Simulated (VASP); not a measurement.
# LiBBr4 (P-6m2) in VASP: notebook, part 3 of 3

VASP 6.6.1. The steps go on from the part before.

## 6. Relaxation of cell and atoms, PBE

This run uses another cell than the first one, of 34.39 Å³/atom.

Contents of INCAR:

```
  PREC = Accurate
  ENCUT = 600
  EDIFF = 1E-6
  ISMEAR = 0
  SIGMA = 0.02
  LREAL = False
  LASPH = True
  NELM = 80
  ALGO = Normal
  ISIF = 3
  LWAVE = False
  LCHARG = False
  GGA = PE
  IBRION = 2
  NSW = 100
  EDIFFG = -0.01
```

Contents of KPOINTS:

```
Automatic mesh
0
Gamma
  6 6 4
```

Contents of POSCAR:

```
LiBBr4
1.0
    4.3728867384      0.0000000000      0.0000000000
   -2.1864433692      3.7870310033      0.0000000000
    0.0000000000      0.0000000000     12.4600974045
Li B Br
1 1 4
Direct
    0.6666666667      0.3333333333      0.5000000000
    0.0000000000      0.0000000000      0.0000000000
    0.6666666667      0.3333333333      0.2028521451
    0.6666666667      0.3333333333      0.7971478549
    0.6666666667      0.3333333333      0.0000000000
    0.3333333333      0.6666666667      0.5000000000
```

Potentials or basis: VASP PAW PBE potentials, release 64 (Li_sv, B, Br).

Launch:

```
cat potpaw_PBE.64/Li_sv/POTCAR potpaw_PBE.64/B/POTCAR potpaw_PBE.64/Br/POTCAR > POTCAR
mpirun -np 1 vasp_std > vasp.out
```

OUTCAR:

```text
PREC = Accurate
   ENCUT = 600
   EDIFF = 1E-6
   ISMEAR = 0
   LREAL = False
   LASPH = True
   NELM = 80
   ISIF = 3
   GGA = PE
   IBRION = 2
   NSW = 100
   EDIFFG = -0.01

 ion  position               nearest neighbor table
   1  0.667  0.333  0.500-   6 2.52   6 2.52   6 2.52
   2  0.000  0.000  0.000-
   3  0.667  0.333  0.203-   5 2.53
   4  0.667  0.333  0.797-   5 2.53
   5  0.667  0.333  0.000-   3 2.53   4 2.53
   6  0.333  0.667  0.500-   1 2.52   1 2.52   1 2.52

  LATTYP: Found a hexagonal cell.
 ALAT       =     4.3728867384
 C/A-ratio  =     2.8493986124

  Lattice vectors:

[... 188 lines left out ...]
  FORCE on cell =-STRESS in cart. coord.  units (eV):
  Direction    XX          YY          ZZ          XY          YZ          ZX
  --------------------------------------------------------------------------------------
  -------------------------------------------------------------------------------------
  Total       -0.0139747     -0.0139747      0.1400344      0.0000000      0.0000000      0.0000000
  in kB       -0.1085085     -0.1085085      1.0873189      0.0000000      0.0000000      0.0000000
  external PRESSURE =       0.2901007 kB  Pullay stress =       0.0000000 kB
[... 67 lines left out ...]
--------------------------------------- Ionic step        3  -------------------------------------------

 number of electron      33.9999999 magnetization

 Free energy of the ion-electron system (eV)
  ---------------------------------------------------
  ext. energy  EPLUGINS =         0.00000000
  ---------------------------------------------------
  free energy    TOTEN  =       -13.82599857 eV

  energy without entropy =      -13.82599857  energy(sigma->0) =      -13.82599857

 E-fermi :  -1.3314     XC(G=0):  -6.9130

 val. band max:       -1.5024335889   @ k =   0.3333   0.3333   0.0000
 cond. band min:      -0.2143158134   @ k =   0.0000   0.0000   0.5000
 fundamental gap:      1.2881177755
 Fermi energy:        -1.3313772614

 k-point     1 :       0.0000    0.0000    0.0000
  band No.  band energies     occupation
      1     -45.7651      2.00000
      2     -18.1955      2.00000
      3     -15.1127      2.00000
      4     -14.4390      2.00000
      5     -14.0355      2.00000
      6      -6.9126      2.00000
[... 526 lines left out ...]
  FREE ENERGIE OF THE ION-ELECTRON SYSTEM (eV)
  ---------------------------------------------------
  free  energy   TOTEN  =       -13.8259985693 eV

  energy  without entropy=      -13.8259985693  energy(sigma->0) =      -13.82599857

 reached required accuracy - stopping structural energy minimisation
```

It took 3.7 min on 1 thread of Oxide Virtual Turin-like, shared host; peak memory 0.4 GiB.

What came out:

| Quantity | Value |
| --- | --- |
| Free energy | -13.8260 eV |
| Relaxed volume | 34.42 Å³/atom |
| Relaxed cell | a = 4.372 Å, b = 4.372 Å, c = 12.472 Å, α = 90.00°, β = 90.00°, γ = 120.00° |
| Space group after relaxing (to 0.1 Å) | P-6m2 (No. 187) |
| Energy gained by relaxing | 0.0 meV/atom |
| Ionic steps | 3 |
| Pressure after relaxing | 0.0 GPa |
| Largest force after relaxing | 0.009 eV/Å |
| Band gap on the k mesh | 1.29 eV (least direct gap 1.53 eV) |

Forces in eV/Å, atoms in the order of the input:
```
Li   0.000  0.000  0.000
B    0.000  0.000  0.000
Br   0.000  0.000 -0.009
Br   0.000  0.000  0.009
Br   0.000  0.000  0.000
Br   0.000  0.000  0.000
```

Final structure:
```
Li B Br
1.0
     4.37247    0.00000    0.00000
    -2.18623    3.78667    0.00000
     0.00000    0.00000   12.47213
Li B Br
1 1 4
Direct
  0.66667 0.33333 0.50000
  0.00000 0.00000 0.00000
  0.66667 0.33333 0.20290
  0.66667 0.33333 0.79710
  0.66667 0.33333 0.00000
  0.33333 0.66667 0.50000
```

Levels at points of the mesh, in eV from the valence-band top:
| k point | band 15 | band 16 | band 17 | band 18 | band 19 | band 20 |
| --- | --- | --- | --- | --- | --- | --- |
| (0.00, 0.00, 0.00) | -0.45 | -0.23 | -0.23 | 1.44 | 1.97 | 1.97 |
| (0.50, 0.00, 0.00) | -0.80 | -0.42 | -0.26 | 1.66 | 1.90 | 2.99 |
| (0.00, 0.00, 0.50) | -0.39 | -0.24 | -0.24 | 1.29 | 1.97 | 1.97 |
| (0.50, 0.00, 0.50) | -0.73 | -0.44 | -0.19 | 1.64 | 1.95 | 2.99 |

Caveat: the cutoff is under 1.25 times the usual one of these potentials, so pressure, stress and relaxed cells hold a basis-set (Pulay) error. A k mesh can miss the band edges.

## 7. The runs side by side

```csv
task,cell,k mesh,cutoff (eV),smearing,gap on the mesh (eV),pressure (GPa),relaxed volume (Å³/atom),largest force (eV/Å)
single point,"a = 4.917, b = 4.917, c = 9.067 Å, angles 90.0, 90.0, 120.0°, 6 atoms, atomic positions A",6 × 6 × 2,520,gaussian 0.1 eV,none,-,-,5.49
single point,"a = 4.373, b = 4.373, c = 12.460 Å, angles 90.0, 90.0, 120.0°, 6 atoms, atomic positions B",6 × 6 × 2,520,gaussian 0.1 eV,1.30,-,-,0.01
single point,"a = 4.372, b = 4.372, c = 12.871 Å, angles 90.0, 90.0, 120.0°, 6 atoms, atomic positions C",6 × 6 × 4,520,gaussian 0.02 eV,1.31,-,-,-
relaxation of cell and atoms,"relaxed from a = 4.917, b = 4.917, c = 9.067 Å, angles 90.0, 90.0, 120.0°, 6 atoms, atomic positions A",6 × 6 × 2,600,gaussian 0.1 eV,1.24,0.1,32.39,-
relaxation of cell and atoms,"relaxed from a = 4.373, b = 4.373, c = 12.460 Å, angles 90.0, 90.0, 120.0°, 6 atoms, atomic positions B",6 × 6 × 4,600,gaussian 0.02 eV,1.29,0.0,34.42,0.01
```

Alike in all rows: level PBE; potentials or basis VASP PAW PBE potentials, release 64 (Li_sv, B, Br); no spin polarisation.

Caveats: the cutoff is under 1.25 times the usual one of these potentials, so pressure, stress and relaxed cells hold a basis-set (Pulay) error; semilocal functionals underestimate gaps, and a narrow one can read as zero (at least some runs); forces of over 1 eV/Å act on the atoms, so gaps and moduli don't describe the material at rest (at least some runs); a cell axis changed by over 15 % at a fixed basis, so the end point is rough (at least some runs).

Total energies depend on the potentials used, so only differences within one code and one set of settings carry meaning.

The gap in the log of VASP goes by the Fermi energy; the results here count the filled bands.